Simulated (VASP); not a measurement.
# GaN in VASP: further runs

GaN is run at these levels: PBE; tasks: single point.

Everything below comes from runs of VASP 6.6.1. Logs are shortened: lines on timing, memory, paths and dates and some standing lists are left out, and cuts for length are marked.

**1. The cell of the first run**

Symmetry: P6_3mc, No. 186, hexagonal system. The conventional cell has a = 3.218 Å, b = 3.218 Å, c = 5.243 Å, α = 90.00°, β = 90.00°, γ = 120.00°. Within 2.6 Å of Ga (site symmetry 3m) lie 4 N at 1.97 to 1.98 Å. Within 2.6 Å of N (site symmetry 3m) lie 4 Ga at 1.97 to 1.98 Å.

**2. Single point, PBE**

INCAR

```
ALGO = Normal
EDIFF = 1E-6
ENCUT = 520
GGA = PE
ISIF = 2
ISMEAR = 0
LASPH = True
LCHARG = False
LREAL = Auto
LWAVE = False
NBANDS = 246
NELM = 60
PREC = Accurate
SIGMA = 0.01
```

KPOINTS

```
k-points
0
Gamma
  2 2 2
```

POSCAR

```
GaN
1.0
   -3.2183708160      5.5743817707     -5.2431684095
    6.4367416318      0.0000000001     -5.2431684095
   -3.2183708159     -5.5743817708     -5.2431684095
Ga N
24 24
Direct
    0.0002883790      0.1669550456      0.3336217123
    0.6669550456      0.3336217123      0.5002883790
    0.3336217123      0.0002883790      0.1669550456
    0.1669550456      0.8336217123      0.5002883790
    0.8336217123      0.5002883790      0.1669550456
    0.5002883790      0.6669550456      0.3336217123
    0.1669550456      0.3336217123      0.0002883790
    0.8336217123      0.0002883790      0.6669550456
    0.5002883790      0.1669550456      0.8336217123
    0.0002883790      0.6669550456      0.8336217123
    0.6669550456      0.8336217123      0.0002883790
    0.3336217123      0.5002883790      0.6669550456
    0.0002883790      0.8336217123      0.1669550456
    0.6669550456      0.0002883790      0.3336217123
    0.3336217123      0.6669550456      0.0002883790
    0.1669550456      0.5002883790      0.3336217123
    0.8336217123      0.1669550456      0.0002883790
    0.5002883790      0.3336217123      0.1669550456
    0.1669550456      0.0002883790      0.8336217123
    0.8336217123      0.6669550456      0.5002883790
    0.5002883790      0.8336217123      0.6669550456
    0.0002883790      0.3336217123      0.6669550456
    0.6669550456      0.5002883790      0.8336217123
    0.3336217123      0.1669550456      0.5002883790
    0.8747116210      0.0413782877      0.2080449544
    0.5413782877      0.2080449544      0.3747116210
    0.2080449544      0.8747116210      0.0413782877
    0.0413782877      0.7080449544      0.3747116210
    0.7080449544      0.3747116210      0.0413782877
    0.3747116210      0.5413782877      0.2080449544
    0.0413782877      0.2080449544      0.8747116210
    0.7080449544      0.8747116210      0.5413782877
    0.3747116210      0.0413782877      0.7080449544
    0.8747116210      0.5413782877      0.7080449544
    0.5413782877      0.7080449544      0.8747116210
    0.2080449544      0.3747116210      0.5413782877
    0.2080449544      0.0413782877      0.3747116210
    0.8747116210      0.2080449544      0.5413782877
    0.5413782877      0.8747116210      0.2080449544
    0.3747116210      0.7080449544      0.5413782877
    0.0413782877      0.3747116210      0.2080449544
    0.7080449544      0.5413782877      0.3747116210
    0.3747116210      0.2080449544      0.0413782877
    0.0413782877      0.8747116210      0.7080449544
    0.7080449544      0.0413782877      0.8747116210
    0.2080449544      0.5413782877      0.8747116210
    0.8747116210      0.7080449544      0.0413782877
    0.5413782877      0.3747116210      0.7080449544
```

Potentials or basis: VASP PAW PBE potentials, release 64 (Ga_d, N).

On the command line:

```
> cat potpaw_PBE.64/Ga_d/POTCAR potpaw_PBE.64/N/POTCAR > POTCAR
> mpirun -np 1 vasp_std > vasp.out
```

OUTCAR:

```text
EDIFF = 1E-6
   ENCUT = 520
   GGA = PE
   ISIF = 2
   ISMEAR = 0
   LASPH = True
   LREAL = Auto
   NELM = 60
   PREC = Accurate

 ion  position               nearest neighbor table
   1  0.000  0.167  0.334-  37 1.97  41 1.97  38 1.97  25 1.98
   2  0.667  0.334  0.500-  48 1.97  38 1.97  42 1.97  26 1.98
   3  0.334  0.000  0.167-  37 1.97  43 1.97  39 1.97  27 1.98
   4  0.167  0.834  0.500-  44 1.97  40 1.97  37 1.97  28 1.98
   5  0.834  0.500  0.167-  42 1.97  47 1.97  41 1.97  29 1.98
   6  0.500  0.667  0.334-  42 1.97  39 1.97  40 1.97  30 1.98
[... 40 lines left out ...]
  47  0.875  0.708  0.041-  11 1.97   5 1.97  10 1.97  13 1.98
  48  0.541  0.375  0.708-   2 1.97   9 1.97  12 1.97  23 1.98

  LATTYP: Found a trigonal (rhomboedric) cell.
 ALAT       =     8.3019550592
 COS(alpha) =     0.0982987805

  Lattice vectors:

 A1 = (  -3.2183708160,   5.5743817707,  -5.2431684095)
 A2 = (   6.4367416318,   0.0000000001,  -5.2431684095)
 A3 = (  -3.2183708159,  -5.5743817708,  -5.2431684095)

Analysis of symmetry for initial positions (statically):
=====================================================================
 Subroutine PRICEL returns following result:

  LATTYP: Found a hexagonal cell.
 ALAT       =     3.2183708166
 C/A-ratio  =     1.6291374451

  Lattice vectors:

 A1 = (  -3.2183708166,  -0.0000000000,   0.0000000000)
 A2 = (   1.6091854073,   2.7871908854,   0.0000000000)
 A3 = (  -0.0000000013,   0.0000000000,  -5.2431684095)

  12 primitive cells build up your supercell.

 Routine SETGRP: Setting up the symmetry group for a
 trigonal (rhombohedral) supercell.

 Subroutine GETGRP returns: Found  6 space group operations
 (whereof  3 operations were pure point group operations)
 out of a pool of 12 trial point group operations.

The static configuration has the point symmetry C_3 .
 The point group associated with its full space group is C_3v.

Analysis of symmetry for dynamics (positions and initial velocities):
=====================================================================
 Subroutine PRICEL returns following result:

  LATTYP: Found a hexagonal cell.
 ALAT       =     3.2183708166
 C/A-ratio  =     1.6291374451

  Lattice vectors:

 A1 = (  -3.2183708166,  -0.0000000000,   0.0000000000)
 A2 = (   1.6091854073,   2.7871908854,   0.0000000000)
 A3 = (  -0.0000000013,   0.0000000000,  -5.2431684095)

  12 primitive cells build up your supercell.

 Routine SETGRP: Setting up the symmetry group for a
 trigonal (rhombohedral) supercell.

 Subroutine GETGRP returns: Found  6 space group operations
 (whereof  3 operations were pure point group operations)
 out of a pool of 12 trial point group operations.

The dynamic configuration has the point symmetry C_3 .
 The point group associated with its full space group is C_3v.

 Subroutine INISYM returns: Found  6 space group operations
 (whereof  3 operations are pure point group operations),
 and found    12 'primitive' translations

----------------------------------------------------------------------------------------

                                     Primitive cell

  volume of cell :      47.0323

  direct lattice vectors                    reciprocal lattice vectors
    -3.218370817 -0.000000000  0.000000000    -0.310716215  0.179392091  0.000000000
     1.609185407  2.787190885  0.000000000    -0.000000000  0.358784181  0.000000000
    -0.000000001  0.000000000 -5.243168409     0.000000000  0.000000000 -0.190724372

  length of vectors
     3.218370817  3.218370816  5.243168409     0.358784181  0.358784181  0.190724372

  position of ions in fractional coordinates (direct lattice)
     0.666666667  0.333333333  0.500865137
     0.333333333  0.666666667  0.000865137
     0.666666666  0.333333333  0.124134863
     0.333333333  0.666666667  0.624134863

  ion indices of the primitive-cell ions
   primitive index   ion index
                 1           1
                 2          13
                 3          25
                 4          37

----------------------------------------------------------------------------------------

 KPOINTS: k-points

Automatic generation of k-mesh.
 Grid dimensions read from file:
 generate k-points for:    2    2    2

 Generating k-lattice:

  Cartesian coordinates                     Fractional coordinates (reciprocal lattice)
    -0.025893018  0.044848023 -0.031787395     0.500000000 -0.000000000 -0.000000000
     0.051786036  0.000000000 -0.031787395     0.000000000  0.500000000  0.000000000
    -0.025893018 -0.044848023 -0.031787395     0.000000000  0.000000000  0.500000000

  Length of vectors
     0.060763739  0.060763739  0.060763739

  Shift w.r.t. Gamma in fractional coordinates (k-lattice)
     0.000000000  0.000000000  0.000000000

 Subroutine IBZKPT returns following result:
 ===========================================

 Found      4 irreducible k-points:

 Following reciprocal coordinates:
            Coordinates               Weight
  0.000000  0.000000  0.000000      1.000000
  0.500000  0.000000  0.000000      3.000000
  0.500000  0.500000  0.000000      3.000000
  0.500000  0.500000  0.500000      1.000000
   k-points           NKPTS =      4   k-points in BZ     NKDIM =      4   number of bands    NBANDS=    246
   number of dos      NEDOS =    301   number of ions     NIONS =     48
   total plane-waves  NPLWV = 262144
   dimension x,y,z NGX =    64 NGY =   64 NGZ =   64
   dimension x,y,z NGXF=   128 NGYF=  128 NGZF=  128
   ions per type =              24  24
   NGX,Y,Z   is equivalent  to a cutoff of  12.82, 12.82, 12.82 a.u.
   NGXF,Y,Z  is equivalent  to a cutoff of  25.63, 25.63, 25.63 a.u.
 SYSTEM =  unknown system
   PREC   = accura    normal or accurate (medium, high low for compatibility)
   ISTART =      0    job   : 0-new  1-cont  2-samecut
   ICHARG =      2    charge: 1-file 2-atom 10-const
   ISPIN  =      1    spin polarized calculation?
   LNONCOLLINEAR =      F non collinear calculations
   LSORBIT =      F    spin-orbit coupling
   LASPH  =      T    aspherical Exc in radial PAW
   ENCUT  =  520.0 eV  38.22 Ry    6.18 a.u.  15.44 15.44 15.44*2*pi/ulx,y,z
   NELM   =     60;   NELMIN=  2; NELMDL= -5     # of ELM steps
   EDIFF  = 0.1E-05   stopping-criterion for ELM
   LREAL  =      T    real-space projection
   EDIFFG = 0.1E-04   stopping-criterion for IOM
   NSW    =      0    number of steps for IOM
   IBRION =     -1    ionic relax: 0-MD 1-quasi-New 2-CG
   NFREE  =      0    steps in history (QN), initial steepest desc. (CG)
   ISIF   =      2    stress and relaxation
   ISYM   =      2    0-nonsym 1-usesym 2-fastsym
   POTIM  = 0.5000    time-step for ionic-motion
   TEBEG  =    0.0;   TEEND  =   0.0 temperature during run
   PSTRESS=    0.0 pullay stress
   NELECT =     432.0000    total number of electrons
   NUPDOWN=      -1.0000    fix difference up-down
   EMIN   =  10.00;   EMAX   =-10.00  energy-range for DOS
   EFERMI =   0.00;   METHOD = LEGACY
   ISMEAR =     0;   SIGMA  =   0.01  broadening in eV -4-tet -1-fermi 0-gaus
   EFERMI_NEDOS =   21; number of points for ismear=-14 and -15
   IALGO  =     38    algorithm
   IMIX   =      4    mixing-type and parameters
     AMIX     =   0.40;   BMIX     =  1.00
     AMIX_MAG =   1.60;   BMIX_MAG =  1.00
  volume/ion in A,a.u.               =      11.76        79.35
  Fermi-wavevector in a.u.,A,eV,Ry     =   1.497534  2.829930 30.512550  2.242609
  Thomas-Fermi vector in A             =   2.609410
   LORBIT       =      0    0 simple, 1 ext, 2 COOP (PROOUT), +10 PAW based schemes
   GGA     = PE    functional components
   LHFCALC =     F    Hartree Fock is set to
   AEXX    =    0.0000 exact exchange contribution
   IVDW    =     0    specifies the selected vdW correction
   LEPSILON=     F    determine dielectric tensor
   LRPA    =     F    only Hartree local field effects (RPA)
 non-spin polarized calculation
 Gauss-broadening in eV      SIGMA  =   0.01
  energy-cutoff  :      520.00
  volume of cell :      564.39
 maximum number of plane-waves:     15230
 NGX is ok and might be reduce to    64
   NGX = 31   NGY = 31   NGZ = 31

 number of electron     432.0000057 magnetization

 Free energy of the ion-electron system (eV)
  ---------------------------------------------------
  ext. energy  EPLUGINS =         0.00000000
  ---------------------------------------------------
  free energy    TOTEN  =      -291.92018873 eV

  energy without entropy =     -291.92018873  energy(sigma->0) =     -291.92018873

 E-fermi :   5.0773     XC(G=0): -11.5147

 val. band max:        5.0095836686   @ k =   0.0000   0.0000   0.0000
 cond. band min:       6.7252673798   @ k =   0.0000   0.0000   0.0000
 fundamental gap:      1.7156837112
 Fermi energy:         5.0773092228

 k-point     1 :       0.0000    0.0000    0.0000
  band No.  band energies     occupation
      1     -10.7261      2.00000
      2     -10.0078      2.00000
      3     -10.0078      2.00000
      4     -10.0078      2.00000
      5     -10.0078      2.00000
      6     -10.0078      2.00000
[... 220 lines left out ...]
    227       9.9909      0.00000
    228      10.3833      0.00000

 k-point     2 :       0.5000    0.0000    0.0000
  band No.  band energies     occupation
      1     -10.4747      2.00000
      2     -10.4747      2.00000
      3      -9.9514      2.00000
      4      -9.9514      2.00000
      5      -9.9514      2.00000
      6      -9.9514      2.00000
[... 220 lines left out ...]
    227      10.2033      0.00000
    228      10.2033      0.00000

 k-point     3 :       0.5000    0.5000    0.0000
  band No.  band energies     occupation
      1     -10.2996      2.00000
      2     -10.2996      2.00000
      3     -10.2628      2.00000
      4     -10.2628      2.00000
      5      -9.9496      2.00000
      6      -9.9496      2.00000
[... 220 lines left out ...]
    227      10.2159      0.00000
    228      10.2159      0.00000

 k-point     4 :       0.5000    0.5000    0.5000
  band No.  band energies     occupation
      1     -10.2074      2.00000
      2     -10.2074      2.00000
      3     -10.1148      2.00000
      4     -10.1148      2.00000
      5     -10.1148      2.00000
      6     -10.1148      2.00000
[... 220 lines left out ...]
    227       9.7360      0.00000
    228       9.7360      0.00000
 [bands above 228 left out]

------------------------ aborting loop because EDIFF is reached ----------------------------------------

  FORCE on cell =-STRESS in cart. coord.  units (eV):
  Direction    XX          YY          ZZ          XY          YZ          ZX
  --------------------------------------------------------------------------------------
  -------------------------------------------------------------------------------------
  Total        0.2471597      0.2471597      0.3337629      0.0000000     -0.0000000      0.0000000
  in kB        0.7016338      0.7016338      0.9474816      0.0000000     -0.0000000      0.0000000
  external PRESSURE =       0.7835830 kB  Pullay stress =       0.0000000 kB

 VOLUME and BASIS-vectors are now :
 -----------------------------------------------------------------------------
  energy-cutoff  :      520.00
  volume of cell :      564.39
      direct lattice vectors                 reciprocal lattice vectors
    -3.218370816  5.574381771 -5.243168409    -0.051786036  0.089696045 -0.063574791
     6.436741632  0.000000000 -5.243168409     0.103572072  0.000000000 -0.063574791
    -3.218370816 -5.574381771 -5.243168409    -0.051786036 -0.089696045 -0.063574791

 POSITION                                       TOTAL-FORCE (eV/Angst)
 -----------------------------------------------------------------------------------
     -0.00000     -1.85813     -2.62612         0.000000     -0.000000      0.000547
     -1.60919      0.92906     -7.86929         0.000000     -0.000000      0.000547
     -1.60919      0.92906     -2.62612         0.000000     -0.000000      0.000547
      3.21837     -1.85813     -7.86929         0.000000     -0.000000      0.000547
      0.00000      3.71625     -7.86929         0.000000     -0.000000      0.000547
      1.60919      0.92906     -7.86929         0.000000     -0.000000      0.000547
[... 40 lines left out ...]
      1.60919      4.64532     -8.51561        -0.000000      0.000000     -0.000547
     -1.60919     -0.92906     -8.51561        -0.000000      0.000000     -0.000547
 -----------------------------------------------------------------------------------
    total drift:                               -0.000001     -0.000002      0.021329

  FREE ENERGIE OF THE ION-ELECTRON SYSTEM (eV)
  ---------------------------------------------------
  free  energy   TOTEN  =      -291.9201887308 eV

  energy  without entropy=     -291.9201887308  energy(sigma->0) =     -291.92018873
```

It took 20 min on 1 thread of Intel Xeon Platinum 8259CL at 2.50GHz (Skylake/Cascade Lake), shared host; peak memory 0.77 GiB.

Results:

```
Free energy            : -291.9202 eV
Pressure               : 0.1 GPa
Band gap on the k mesh : 1.72 eV
```

Levels at points of the mesh, in eV from the valence-band top:
```csv
k point,band 214,band 215,band 216,band 217,band 218,band 219
"(0.00, 0.00, 0.00)",-0.04,0.00,0.00,1.72,4.07,4.93
"(0.50, 0.00, 0.00)",-0.39,-0.32,-0.32,3.36,3.36,4.78
"(0.50, 0.50, 0.00)",-0.55,-0.48,-0.48,4.11,4.11,4.12
"(0.50, 0.50, 0.50)",-0.51,-0.51,-0.51,4.06,4.06,4.31
```

**3. Single point, PBE (uniaxial strain along a: +2.0 %, then relaxed in part)**

INCAR

```
SYSTEM = GaN
ALGO     = Normal         ! electronic algorithm
EDIFF    = 1E-6           ! SCF threshold, eV
ENCUT    = 520            ! plane-wave cutoff, eV
GGA      = PE             ! functional
ISIF     = 2              ! what is computed and relaxed
ISMEAR   = 0              ! smearing method
LASPH    = .True.         ! aspherical terms in the spheres
LCHARG   = .True.         ! write CHGCAR
LELF     = .True.         ! ELF
LREAL    = .False.        ! projectors in reciprocal space
LVHAR    = .True.       
LWAVE    = .False.        ! write WAVECAR
NBANDS   = 26             ! bands
NELM     = 100            ! most SCF steps
PREC     = Accurate       ! precision mode
SIGMA    = 0.02           ! smearing width, eV
```

KPOINTS

```
k-points
0
Gamma
  12 12 6
  0 0 0
```

POSCAR

```
GaN
1.0
    3.2827380574      0.0010782951      0.0000000000
   -1.6404580858      2.7696396855      0.0000000000
    0.0000000000      0.0000000000      5.2266127641
Ga N
2 2
Direct
    0.6672545315      0.3344584269      0.4983744754
    0.3327454685      0.6655415731      0.9983744754
    0.6693178477      0.3384344998      0.8766255246
    0.3306821523      0.6615655002      0.3766255246
```

Potentials or basis: VASP PAW PBE potentials, release 64 (Ga_d, N).

On the command line:

```
> cat potpaw_PBE.64/Ga_d/POTCAR potpaw_PBE.64/N/POTCAR > POTCAR
> mpirun -np 1 vasp_std > vasp.out
```

Run time: 1.9 min. Hardware: 1 thread of Intel Xeon 6975P-C (Granite Rapids), shared host; peak memory 0.39 GiB.

The run converged. Its results:

- Free energy: -24.3127 eV
- Pressure: -1.6 GPa
- Band gap on the k mesh: 1.60 eV

Stress tensor (GPa, compression positive):
```
-5.19 -0.07  0.00
-0.07  0.08  0.00
 0.00  0.00  0.16
```

Levels at points of the mesh, in eV from the valence-band top:
| k point | band 14 | band 15 | band 16 | band 17 | band 18 | band 19 | band 20 | band 21 | band 22 | band 23 |
| --- | --- | --- | --- | --- | --- | --- | --- | --- | --- | --- |
| (0.00, 0.00, 0.00) | -1.18 | -0.98 | -0.13 | -0.05 | 0.00 | 1.60 | 3.83 | 8.99 | 9.36 | 9.74 |
| (0.50, 0.00, 0.00) | -5.22 | -4.08 | -2.60 | -2.15 | -0.93 | 4.99 | 5.37 | 6.01 | 8.17 | 10.00 |
| (0.00, 0.50, 0.00) | -5.10 | -4.01 | -2.87 | -2.06 | -1.14 | 4.53 | 5.04 | 5.94 | 8.37 | 9.89 |
| (0.50, 0.50, 0.00) | -5.22 | -4.08 | -2.61 | -2.14 | -0.94 | 4.97 | 5.36 | 6.01 | 8.17 | 10.00 |
| (0.00, 0.00, 0.50) | -3.77 | -0.67 | -0.67 | -0.50 | -0.50 | 3.90 | 3.90 | 8.23 | 8.23 | 9.92 |
| (0.50, 0.00, 0.50) | -6.48 | -1.84 | -1.84 | -1.81 | -1.81 | 4.29 | 4.29 | 7.52 | 7.52 | 9.65 |
| (0.00, 0.50, 0.50) | -6.36 | -2.08 | -2.08 | -1.80 | -1.80 | 4.16 | 4.16 | 7.37 | 7.37 | 9.73 |
| (0.50, 0.50, 0.50) | -6.48 | -1.85 | -1.85 | -1.81 | -1.81 | 4.29 | 4.29 | 7.52 | 7.52 | 9.65 |

Caveat: the cell differs from its parent crystal (uniaxial strain along a: +2.0 %, then relaxed in part); the stress differs along the axes, from -5 to 0 GPa.

[end of part 1 of 2]
